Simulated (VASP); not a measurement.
# AgI (P6_3mc) in VASP: further runs, part 2 of 2

VASP 6.6.1. Earlier steps stand in the parts before.

**4. Single point, PBE (biaxial strain in the a-b plane: -3.0 %)**

The input, INCAR:

```
SYSTEM = AgI
PREC = Accurate
ENCUT = 500
EDIFF = 1E-6
ISMEAR = 0
SIGMA = 0.02
LREAL = .False.
LASPH = .True.
NELM = 120
ALGO = Normal
ISIF = 2
LWAVE = .False.
LCHARG = .True.
GGA = PE
LELF = .True.
LVHAR = .True.
NBANDS = 26
GGA_COMPAT = .False.
```

The input, KPOINTS:

```
regular mesh
0
Gamma
  6 6 4
  0 0 0
```

The input, POSCAR:

```
AgI
1.0
    4.5456981873      0.0000000000      0.0000000000
   -2.2728490936      3.9366901081      0.0000000000
    0.0000000000      0.0000000000      7.7990329023
Ag I
2 2
Direct
    0.3333333333      0.6666666667      0.0066538623
    0.6666666667      0.3333333333      0.5066538623
    0.3333333333      0.6666666667      0.3732461377
    0.6666666667      0.3333333333      0.8732461377
```

Potentials or basis: VASP PAW PBE potentials, release 64 (Ag, I).

The run is started by

```bash
$ cat potpaw_PBE.64/Ag/POTCAR potpaw_PBE.64/I/POTCAR > POTCAR
$ mpirun -np 1 vasp_std > vasp.out
```

OUTCAR:

```text
SYSTEM = AgI
   PREC = Accurate
   ENCUT = 500
   EDIFF = 1E-6
   ISMEAR = 0
   LREAL = .False.
   LASPH = .True.
   NELM = 120
   ISIF = 2
   GGA = PE

 ion  position               nearest neighbor table
   1  0.333  0.667  0.007-   4 2.82   4 2.82   4 2.82   3 2.86
   2  0.667  0.333  0.507-   3 2.82   3 2.82   3 2.82   4 2.86
   3  0.333  0.667  0.373-   2 2.82   2 2.82   2 2.82   1 2.86
   4  0.667  0.333  0.873-   1 2.82   1 2.82   1 2.82   2 2.86

  LATTYP: Found a hexagonal cell.
 ALAT       =     4.5456981873
 C/A-ratio  =     1.7156952752

  Lattice vectors:

 A1 = (   4.5456981873,   0.0000000000,   0.0000000000)
 A2 = (  -2.2728490936,   3.9366901081,   0.0000000000)
 A3 = (   0.0000000000,   0.0000000000,   7.7990329023)

Analysis of symmetry for initial positions (statically):
=====================================================================
 Subroutine PRICEL returns:
 Original cell was already a primitive cell.

 Routine SETGRP: Setting up the symmetry group for a
 hexagonal supercell.

 Subroutine GETGRP returns: Found 12 space group operations
 (whereof  6 operations were pure point group operations)
 out of a pool of 24 trial point group operations.

The static configuration has the point symmetry C_3v.
 The point group associated with its full space group is C_6v.

Analysis of symmetry for dynamics (positions and initial velocities):
=====================================================================
 Subroutine PRICEL returns:
 Original cell was already a primitive cell.

 Routine SETGRP: Setting up the symmetry group for a
 hexagonal supercell.

 Subroutine GETGRP returns: Found 12 space group operations
 (whereof  6 operations were pure point group operations)
 out of a pool of 24 trial point group operations.

The dynamic configuration has the point symmetry C_3v.
 The point group associated with its full space group is C_6v.

 Subroutine INISYM returns: Found 12 space group operations
[... 116 lines left out ...]
     AMIX     =   0.40;   BMIX     =  1.00
     AMIX_MAG =   1.60;   BMIX_MAG =  1.00
  volume/ion in A,a.u.               =      34.89       235.46
  Fermi-wavevector in a.u.,A,eV,Ry     =   1.042121  1.969323 14.776147  1.086016
  Thomas-Fermi vector in A             =   2.176772
   LORBIT       =      0    0 simple, 1 ext, 2 COOP (PROOUT), +10 PAW based schemes
   GGA     = PE    functional components
   LHFCALC =     F    Hartree Fock is set to
   AEXX    =    0.0000 exact exchange contribution
   IVDW    =     0    specifies the selected vdW correction
   LEPSILON=     F    determine dielectric tensor
   LRPA    =     F    only Hartree local field effects (RPA)
 non-spin polarized calculation
 Gauss-broadening in eV      SIGMA  =   0.02
  energy-cutoff  :      500.00
  volume of cell :      139.56
 maximum number of plane-waves:      3577
 NGX is ok and might be reduce to    36
   NGX = 17   NGY = 17   NGZ = 29

 number of electron      35.9999999 magnetization

 Free energy of the ion-electron system (eV)
  ---------------------------------------------------
  ext. energy  EPLUGINS =         0.00000000
  ---------------------------------------------------
  free energy    TOTEN  =        -9.54556306 eV

  energy without entropy =       -9.54556306  energy(sigma->0) =       -9.54556306

 E-fermi :   3.0852     XC(G=0):  -8.3445

 val. band max:        2.9493313397   @ k =   0.0000   0.0000   0.0000
 cond. band min:       4.2685712602   @ k =   0.0000   0.0000   0.0000
 fundamental gap:      1.3192399205
 Fermi energy:         3.0851890807

 k-point     1 :       0.0000    0.0000    0.0000
  band No.  band energies     occupation
      1      -9.7734      2.00000
      2      -9.5264      2.00000
      3      -1.2050      2.00000
      4      -1.1369      2.00000
      5      -1.1354      2.00000
      6      -1.1354      2.00000
[... 598 lines left out ...]
     25      11.1449      0.00000
     26      11.1449      0.00000

------------------------ aborting loop because EDIFF is reached ----------------------------------------

  FORCE on cell =-STRESS in cart. coord.  units (eV):
  Direction    XX          YY          ZZ          XY          YZ          ZX
  --------------------------------------------------------------------------------------
  -------------------------------------------------------------------------------------
  Total        1.4037527      1.4037527      0.2149180      0.0000000      0.0000000      0.0000000
  in kB       16.1149366     16.1149366      2.4672370      0.0000000      0.0000000      0.0000000
  external PRESSURE =      11.5657034 kB  Pullay stress =       0.0000000 kB

 VOLUME and BASIS-vectors are now :
 -----------------------------------------------------------------------------
  energy-cutoff  :      500.00
  volume of cell :      139.56
      direct lattice vectors                 reciprocal lattice vectors
     4.545698187  0.000000000  0.000000000     0.219988208  0.127010251  0.000000000
    -2.272849094  3.936690108  0.000000000     0.000000000  0.254020503  0.000000000
     0.000000000  0.000000000  7.799032902     0.000000000  0.000000000  0.128221026

 POSITION                                       TOTAL-FORCE (eV/Angst)
 -----------------------------------------------------------------------------------
     -0.00000      2.62446      0.05189         0.000000      0.000000      0.080381
      2.27285      1.31223      3.95141        -0.000000     -0.000000      0.080381
     -0.00000      2.62446      2.91096         0.000000      0.000000     -0.080381
      2.27285      1.31223      6.81048        -0.000000      0.000000     -0.080381
 -----------------------------------------------------------------------------------
    total drift:                               -0.000000      0.000000      0.001342

  FREE ENERGIE OF THE ION-ELECTRON SYSTEM (eV)
  ---------------------------------------------------
  free  energy   TOTEN  =        -9.5455630608 eV

  energy  without entropy=       -9.5455630608  energy(sigma->0) =       -9.54556306
```

OSZICAR:

```text
N       E                     dE             d eps       ncg     rms          rms(c)
DAV:   1     0.200479484179E+03    0.20048E+03   -0.15222E+04  1092   0.115E+03
DAV:   2     0.587327083168E+00   -0.19989E+03   -0.19243E+03  1240   0.233E+02
DAV:   3    -0.953352274931E+01   -0.10121E+02   -0.10055E+02  1314   0.516E+01
DAV:   4    -0.971945195925E+01   -0.18593E+00   -0.18584E+00  1384   0.693E+00
DAV:   5    -0.972073459097E+01   -0.12826E-02   -0.12826E-02  1236   0.669E-01    0.701E+00
DAV:   6    -0.954377455286E+01    0.17696E+00   -0.59273E-01  1128   0.842E+00    0.519E+00
DAV:   7    -0.954525986692E+01   -0.14853E-02   -0.15464E-01  1134   0.178E+00    0.189E+00
DAV:   8    -0.954522340594E+01    0.36461E-04   -0.95976E-03  1174   0.896E-01    0.437E-01
DAV:   9    -0.954545481878E+01   -0.23141E-03   -0.24196E-03  1184   0.424E-01    0.922E-02
DAV:  10    -0.954550537160E+01   -0.50553E-04   -0.16632E-04  1210   0.142E-01    0.312E-02
DAV:  11    -0.954556330843E+01   -0.57937E-04   -0.10453E-04  1116   0.646E-02    0.333E-02
DAV:  12    -0.954555876550E+01    0.45429E-05   -0.24266E-05  1236   0.554E-02    0.634E-03
DAV:  13    -0.954556344858E+01   -0.46831E-05   -0.12986E-05  1110   0.201E-02    0.136E-02
DAV:  14    -0.954556306082E+01    0.38776E-06   -0.63416E-07   888   0.430E-03
   1 F= -.95455631E+01 E0= -.95455631E+01  d E =-.142993E-23
```

Run time: 34 s. Hardware: 1 thread of Intel Xeon 6975P-C (Granite Rapids), shared host; peak memory 0.29 GiB.

Results:

```
Free energy            : -9.5456 eV
Pressure               : 1.2 GPa
Largest force          : 0.080 eV/Å
Band gap on the k mesh : 1.32 eV
```

Forces in eV/Å, atoms in the order of the input:
```
Ag   0.000  0.000  0.080
Ag   0.000  0.000  0.080
I    0.000  0.000 -0.080
I    0.000  0.000 -0.080
```

Levels at points of the mesh, in eV from the valence-band top:
| k point | band 14 | band 15 | band 16 | band 17 | band 18 | band 19 | band 20 | band 21 | band 22 | band 23 |
| --- | --- | --- | --- | --- | --- | --- | --- | --- | --- | --- |
| (0.00, 0.00, 0.00) | -0.66 | -0.66 | -0.14 | 0.00 | 0.00 | 1.32 | 2.87 | 5.58 | 5.93 | 5.93 |
| (0.50, 0.00, 0.00) | -2.51 | -2.18 | -1.65 | -1.10 | -0.66 | 3.24 | 3.73 | 4.69 | 5.58 | 6.22 |
| (0.00, 0.00, 0.50) | -1.77 | -0.34 | -0.34 | -0.34 | -0.34 | 2.70 | 2.70 | 5.52 | 5.52 | 6.24 |
| (0.50, 0.00, 0.50) | -2.75 | -1.33 | -1.33 | -1.15 | -1.15 | 3.15 | 3.15 | 4.89 | 4.89 | 7.26 |

Caveat: the cell differs from its parent crystal (biaxial strain in the a-b plane: -3.0 %); spin-orbit coupling is left out, which moves the levels of the heavy elements.

**5. Single point, PBE (biaxial strain in the a-b plane: -3.0 %, then relaxed in part)**

The input, INCAR:

```
PREC     = Accurate       # precision mode
ENCUT    = 500            # plane-wave cutoff, eV
EDIFF    = 1E-6           # SCF threshold, eV
ISMEAR   = 0              # smearing method
SIGMA    = 0.02           # smearing width, eV
LREAL    = F              # projectors in reciprocal space
LASPH    = T              # aspherical terms in the spheres
NELM     = 120            # most SCF steps
ALGO     = Normal         # electronic algorithm
ISIF     = 2              # what is computed and relaxed
LWAVE    = F              # write WAVECAR
LCHARG   = T              # write CHGCAR
GGA      = PE             # functional
LELF     = T              # ELF
LVHAR    = T            
NBANDS   = 26             # bands
GGA_COMPAT= F
```

The input, KPOINTS:

```
Automatic mesh
0
Gamma
  6 6 4
```

The input, POSCAR:

```
AgI
1.0
    4.5456981873      0.0000000000      0.0000000000
   -2.2728490936      3.9366901081      0.0000000000
    0.0000000000      0.0000000000      7.9029154819
Ag I
2 2
Direct
    0.3333333333      0.6666666667      0.0105302050
    0.6666666667      0.3333333333      0.5105302050
    0.3333333333      0.6666666667      0.3693697950
    0.6666666667      0.3333333333      0.8693697950
```

The run is started by

```bash
$ cat potpaw_PBE.64/Ag/POTCAR potpaw_PBE.64/I/POTCAR > POTCAR
$ mpirun -np 1 vasp_std > vasp.out
```

Wall time 34 s (1 thread of Intel Xeon 6975P-C (Granite Rapids), shared host); peak memory 0.29 GiB.

It converged, with:

- Free energy: -9.5518 eV
- Pressure: 0.7 GPa
- Band gap on the k mesh: 1.31 eV

Stress tensor (GPa, compression positive):
```
 1.02  0.00  0.00
 0.00  1.02  0.00
 0.00  0.00 -0.07
```

Levels at points of the mesh, in eV from the valence-band top:
```
           k point  band 14  band 15  band 16  band 17  band 18  band 19  band 20  band 21  band 22  band 23
(0.00, 0.00, 0.00)    -0.67    -0.67    -0.14     0.00     0.00     1.31     3.00     5.57     6.02     6.02
(0.50, 0.00, 0.00)    -2.39    -2.10    -1.60    -1.09    -0.57     3.22     3.80     4.66     5.52     6.18
(0.00, 0.00, 0.50)    -1.76    -0.34    -0.34    -0.34    -0.34     2.74     2.74     5.55     5.55     6.34
(0.50, 0.00, 0.50)    -2.67    -1.31    -1.31    -1.08    -1.08     3.13     3.13     4.97     4.97     7.22
```

Caveat: the cell differs from its parent crystal (biaxial strain in the a-b plane: -3.0 %, then relaxed in part); spin-orbit coupling is left out, which moves the levels of the heavy elements.

**6. Single point, PBE**

This run uses another cell than the first one, of 35.36 Å³/atom.

The input, INCAR:

```
SYSTEM = AgI
ALGO = Normal
EDIFF = 1E-6
ENCUT = 500
GGA = PE
GGA_COMPAT = .FALSE.
ISIF = 2
ISMEAR = 0
LASPH = .TRUE.
LCHARG = .TRUE.
LELF = .TRUE.
LREAL = .FALSE.
LVHAR = .TRUE.
LWAVE = .FALSE.
NBANDS = 26
NELM = 120
PREC = Accurate
SIGMA = 0.02
```

The input, KPOINTS:

```
k-points
0
G
  6 6 4
  0 0 0
```

POSCAR is that of step 5.

Potentials or basis: VASP PAW PBE potentials, release 64 (Ag, I).

The run is started by

```bash
$ cat potpaw_PBE.64/Ag/POTCAR potpaw_PBE.64/I/POTCAR > POTCAR
$ mpirun -np 1 vasp_std > vasp.out
```

Run time: 37 s. Hardware: 1 thread of Intel Xeon 6975P-C (Granite Rapids), shared host; peak memory 0.29 GiB.

It converged, with:

| Property | Result |
| --- | --- |
| Free energy | -9.5518 eV |
| Pressure | 0.7 GPa |
| Band gap on the k mesh | 1.31 eV |

Stress tensor (GPa, compression positive):
```
 1.02  0.00  0.00
 0.00  1.02  0.00
 0.00  0.00 -0.07
```

Levels at points of the mesh, in eV from the valence-band top:
```
           k point  band 16  band 17  band 18  band 19  band 20  band 21
(0.00, 0.00, 0.00)    -0.14     0.00     0.00     1.31     3.00     5.57
(0.50, 0.00, 0.00)    -1.60    -1.09    -0.57     3.22     3.80     4.66
(0.00, 0.00, 0.50)    -0.34    -0.34    -0.34     2.74     2.74     5.55
(0.50, 0.00, 0.50)    -1.31    -1.08    -1.08     3.13     3.13     4.97
```

Caveat: spin-orbit coupling is left out, which moves the levels of the heavy elements.

**7. Overview**

| cell | gap on the mesh (eV) | pressure (GPa) | largest force (eV/Å) |
| --- | --- | --- | --- |
| a = 4.475, b = 4.475, c = 7.868 Å, angles 90.0, 90.0, 120.0°, 4 atoms, atomic positions A | 1.29 | 1.8 | 0.08 |
| a = 4.475, b = 4.475, c = 8.028 Å, angles 90.0, 90.0, 120.0°, 4 atoms, atomic positions B | 1.26 | 1.0 | - |
| a = 4.546, b = 4.546, c = 7.799 Å, angles 90.0, 90.0, 120.0°, 4 atoms, atomic positions C | 1.32 | 1.2 | 0.08 |
| a = 4.546, b = 4.546, c = 7.903 Å, angles 90.0, 90.0, 120.0°, 4 atoms, atomic positions A | 1.31 | 0.7 | - |

Alike in all rows: task single point; level PBE; potentials or basis VASP PAW PBE potentials, release 64 (Ag, I); no spin polarisation; k mesh 6 × 6 × 4; cutoff (eV) 500; smearing gaussian 0.02 eV.

Caveats: spin-orbit coupling is left out, which moves the levels of the heavy elements.

Total energies depend on the potentials used, so only differences within one code and one set of settings carry meaning.
